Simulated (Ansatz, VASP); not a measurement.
FeO: VASP beside Ansatz

The input INCAR:

```
PREC = Accurate ; ENCUT = 520
EDIFF = 1E-7 ; ISMEAR = 0
SIGMA = 0.05 ; LREAL = F
LASPH = T ; NELM = 150
ALGO = Normal ; ISIF = 2
LWAVE = F ; LCHARG = F
ISPIN = 2 ; MAGMOM = 4 -4 0 0
LORBIT = 11 ; LMAXMIX = 4
LDAU = T ; LDAUTYPE = 1
LDAUL = 2 -1 ; LDAUU = 7 0
LDAUJ = 0.5 0 ; LDAUPRINT = 1
GGA = PE ; NBANDS = 26
```

KPOINTS

```
Automatic mesh
0
Gamma
  7 7 7
```

POSCAR

```
FeO
1.0
    2.6124696300      0.0000000000      2.6124696300
    0.0000000000      2.6124696300      2.6124696300
    0.0000000000      0.0000000000      5.2249392600
Fe O
2 2
Direct
    0.0000000000      0.0000000000      0.0000000000
    0.0000000000      0.0000000000      0.5000000000
    0.5000000000      0.5000000000      0.7500000000
    0.5000000000      0.5000000000      0.2500000000
```

Input for Ansatz:

```yaml
crystal:
  lattice:
    - [2.61246963, 0.0, 2.61246963]
    - [0.0, 2.61246963, 2.61246963]
    - [0.0, 0.0, 5.22493926]
  atoms:
    - { symbol: Fe, position: [0.0, 0.0, 0.0], spin: 4.0 }
    - { symbol: O, position: [0.5, 0.5, 0.75] }
    - { symbol: Fe, position: [0.0, 0.0, 0.5], spin: -4.0 }
    - { symbol: O, position: [0.5, 0.5, 0.25] }
basis:
  ecutwfc: 420
  ecutrho_ratio: 4
kpoints:
  mp_grid: { grid: [7, 7, 7] }
hamiltonian:
  xc: pbe
  hubbard:
    sites:
      - { site: 0, l: d, u: 7.0, j: 0.5 }
      - { site: 2, l: d, u: 7.0, j: 0.5 }
scf:
  occupations: { method: gaussian, width: 0.05 }
  lower_state_search: "off"
  max_iter: 150
output:
  forces: true
  stress: true
  eigenvalues: true
  populations: true
  hubbard: { sites: [{ site: 0, l: d }, { site: 2, l: d }] }
magnetization:
  spin_polarized: true
```

Alike in both runs: task single point; functional PBE; k mesh 7 × 7 × 7; occupations gaussian, width 0.05 eV; collinear spin; Hubbard terms Fe d U = 7.0 eV, J = 0.5 eV.

|  | VASP | Ansatz |
| --- | --- | --- |
| version | VASP 6.6.1 | Ansatz 0.2.0 |
| potentials or method | VASP PAW PBE potentials, release 64 (Fe, O), cutoff 520 eV | scalar-relativistic, plane waves, PAW |
| valence electrons in the cell | 28 | 44 |

Ansatz gave:

```
gap on the k mesh at the Fermi level (eV)                     : none
pressure (GPa)                                                : 21.1
net moment per atom (μB)                                      : 0.00
size of the moment on the site where the two differ most (μB) : 3.45
```

What did VASP give for the same quantities?

gap on the k mesh at the Fermi level (eV): none; pressure (GPa): 13.2; net moment per atom (μB): 0.00; size of the moment on the site where the two differ most (μB): 3.78.

Site moments also hang on the region over which each program counts them. The programs project onto different local orbitals, so the same U acts differently, and such runs can settle in different states. A gap of «none» marks a metal or a gap that the smearing closes. VASP's potentials hold 28 valence electrons a cell and Ansatz's 44, so a difference there can come from the potentials and not from the codes. Ansatz's warnings: filled band counts differ across k points.
